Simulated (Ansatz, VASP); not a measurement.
# MnS: VASP beside Ansatz

File POSCAR:

```
MnS
1.0
    0.0000000000      2.6045000000      2.6045000000
    2.6045000000      0.0000000000      2.6045000000
    2.6045000000      2.6045000000      0.0000000000
Mn S
1 1
Direct
    0.0000000000      0.0000000000      0.0000000000
    0.5000000000      0.5000000000      0.5000000000
```

File INCAR.step1:

```
SYSTEM = MnS
PREC     = Accurate       ! precision mode
ENCUT    = 520            ! plane-wave cutoff, eV
EDIFF    = 1E-5           ! SCF threshold, eV
ISMEAR   = -1             ! smearing method
SIGMA    = 0.05           ! smearing width, eV
LREAL    = .False.        ! projectors in reciprocal space
LASPH    = .True.         ! aspherical terms in the spheres
NELM     = 150            ! most SCF steps
ALGO     = Normal         ! electronic algorithm
ISIF     = 2              ! what is computed and relaxed
LWAVE    = .True.         ! write WAVECAR
LCHARG   = .False.        ! write CHGCAR
ISPIN    = 2              ! spin polarisation
MAGMOM   = 4 0            ! initial moments
LORBIT   = 11             ! projections on sites
LMAXMIX  = 4              ! l up to which the mixer works
GGA      = PE             ! functional
NBANDS   = 20             ! bands
```

Contents of INCAR.step2:

```
SYSTEM = MnS
PREC     = Accurate       ! precision mode
ENCUT    = 520            ! plane-wave cutoff, eV
EDIFF    = 1E-6           ! SCF threshold, eV
ISMEAR   = -1             ! smearing method
SIGMA    = 0.05           ! smearing width, eV
LREAL    = .False.        ! projectors in reciprocal space
LASPH    = .True.         ! aspherical terms in the spheres
NELM     = 150            ! most SCF steps
ALGO     = Normal         ! electronic algorithm
ISIF     = 2              ! what is computed and relaxed
LWAVE    = .False.        ! write WAVECAR
LCHARG   = .False.        ! write CHGCAR
ISPIN    = 2              ! spin polarisation
MAGMOM   = 4 0            ! initial moments
LORBIT   = 11             ! projections on sites
LMAXMIX  = 4              ! l up to which the mixer works
GGA      = PE             ! functional
LHFCALC  = .True.         ! exact exchange
AEXX     = 0.25           ! exact-exchange fraction
PRECFOCK = Normal       
ISTART   = 1            
NBANDS   = 20             ! bands
```

KPOINTS

```
Automatic mesh
0
Gamma
  5 5 5
  0 0 0
```

input.yaml

```yaml
crystal:
  lattice:
    - [0.0, 2.6045, 2.6045]
    - [2.6045, 0.0, 2.6045]
    - [2.6045, 2.6045, 0.0]
  atoms:
    - { symbol: Mn, position: [0.0, 0.0, 0.0], spin: 4.0 }
    - { symbol: S, position: [0.5, 0.5, 0.5] }
hamiltonian:
  xc: pbe0
  pseudopotentials: { kind: paw }
magnetization:
  spin_polarized: true
kpoints:
  mp_grid: { grid: [5, 5, 5] }
  band_path:
    path:
      - [[0.0, 0.0, 0.0], [0.5, 0.0, 0.5], [0.5, 0.25, 0.75], [0.375, 0.375, 0.75], [0.0, 0.0, 0.0], [0.5, 0.5, 0.5], [0.625, 0.25, 0.625], [0.5, 0.25, 0.75], [0.5, 0.5, 0.5], [0.375, 0.375, 0.75]]
      - [[0.625, 0.25, 0.625], [0.5, 0.0, 0.5]]
    npoints: 4
scf:
  occupations: { method: fermi_dirac, width: 0.05 }
  n_extra_bands: 6
output:
  forces: true
  stress: true
  eigenvalues: true
  fatbands: false
  write_density: true
  write_potential: true
  elf: true
  volumetric_format: npy
```

Alike in both runs: functional PBE0; k mesh 5 × 5 × 5; occupations fermi-dirac, width 0.05 eV; collinear spin.

|  | VASP | Ansatz |
| --- | --- | --- |
| version | VASP 6.6.1 | Ansatz 0.2.0 |
| potentials or method | VASP PAW PBE potentials, release 64 (Mn_pv, S) | Ansatz PAW |
| plane-wave cutoff (eV) | 520 | 420 |
| valence electrons in the cell | 19 | 21 |
| task | single point | band structure |

```tsv
	VASP	Ansatz	Ansatz less VASP
gap on the k mesh at the Fermi level (eV)	1.92	1.89	-0.026
least direct gap on the mesh (eV)	4.14	4.12	-0.020
pressure (GPa)	1.8	1.9	+0.10
net moment per atom (μB)	2.50	2.50	+0.001
size of the moment on the site where the two differ most (μB)	4.56	4.51	-0.045
```

Site moments also hang on the region over which each program counts them. VASP's potentials hold 19 valence electrons a cell and Ansatz's 21, so a difference there can come from the potentials and not from the codes.

Noted on Ansatz's run: the magnetic or orbital state may not be the lowest; the k mesh misses the band edges, so the gap on the mesh is wider than the one along the path.
